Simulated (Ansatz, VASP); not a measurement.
# SiO2: VASP beside Ansatz

```xyz
12
Lattice="4.9756 0.0000 0.0000 0.0000 4.9756 0.0000 0.0000 0.0000 6.9009" Properties=species:S:1:pos:R:3 pbc="T T T"
Si    3.9966    3.9966    3.4504
Si    3.4668    1.5088    1.7252
Si    1.5088    3.4668    5.1757
Si    0.9790    0.9790    0.0000
O     3.7902    0.5492    2.9815
O     4.4263    1.1854    0.4690
O     0.5492    3.7902    3.9194
O     1.3024    1.9386    5.6446
O     1.1854    4.4263    6.4319
O     3.6732    3.0370    2.1942
O     1.9386    1.3024    1.2562
O     3.0370    3.6732    4.7067
```

Alike in both runs: functional PBEsol; k mesh 6 × 6 × 4; occupations fermi-dirac, width 0.05 eV; no spin polarisation.

|  | VASP | Ansatz |
| --- | --- | --- |
| version | VASP 6.6.1 | Ansatz 0.2.0 |
| potentials or method | VASP PAW PBE potentials, release 64 (Si, O) | Ansatz PAW |
| plane-wave cutoff (eV) | 520 | 420 |
| valence electrons in the cell | 64 | 64 |
| task | single point | band structure |

```tsv
	VASP	Ansatz	Ansatz less VASP
gap on the k mesh at the Fermi level (eV)	5.67	5.67	-0.002
least direct gap on the mesh (eV)	5.67	5.67	-0.002
pressure (GPa)	2.9	2.4	-0.55
traceless stress, the component that is largest in VASP (GPa)	0.12	0.16	+0.037
rms of the force components (eV/Å)	0.086	0.078	-0.0086
```

VASP's potentials were made for PBE, not for PBEsol. Atom by atom the forces differ by 0.014 eV/Å (rms over components). With one functional, cell and mesh, what is left measures potentials, basis and numerics.
